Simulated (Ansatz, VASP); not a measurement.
# Two plane-wave programs on BaTiO3

```
Ba Ti O
1.0
     3.93164    0.00000    0.00000
     0.00000    2.79856    2.80670
     0.00000   -2.79856    2.80670
Ba Ti O
1 1 3
Direct
  0.00000 0.00000 0.00000
  0.50000 0.51240 0.51240
  0.50000 0.99184 0.50524
  0.50000 0.50524 0.99184
  0.00000 0.48740 0.48740
```

Alike in both runs: task single point; functional PBE; k mesh 7 × 7 × 7; occupations fermi-dirac, width 0.05 eV; no spin polarisation.

```csv
,VASP,Ansatz
version,VASP 6.6.1,Ansatz 0.2.0
potentials or method,"VASP PAW PBE potentials, release 64 (Ba_sv, Ti_sv, O_h)",Ansatz PAW soft_1
plane-wave cutoff (eV),1340,420
valence electrons in the cell,40,40
```

```csv
,VASP,Ansatz,Ansatz less VASP
gap on the k mesh at the Fermi level (eV),2.01,2.08,+0.069
least direct gap on the mesh (eV),2.11,2.13,+0.020
pressure (GPa),11.8,10.0,-1.81
"traceless stress, the component that is largest in VASP (GPa)",-0.41,-0.43,-0.018
rms of the force components (eV/Å),0.108,0.102,-0.0056
```

Atom by atom the forces differ by 0.009 eV/Å (rms over components).

Spin-orbit coupling is off throughout. Noted on Ansatz's run: odd divisions of the mesh miss points on the zone boundary, where band edges often lie, so the gap on the mesh can be too wide.
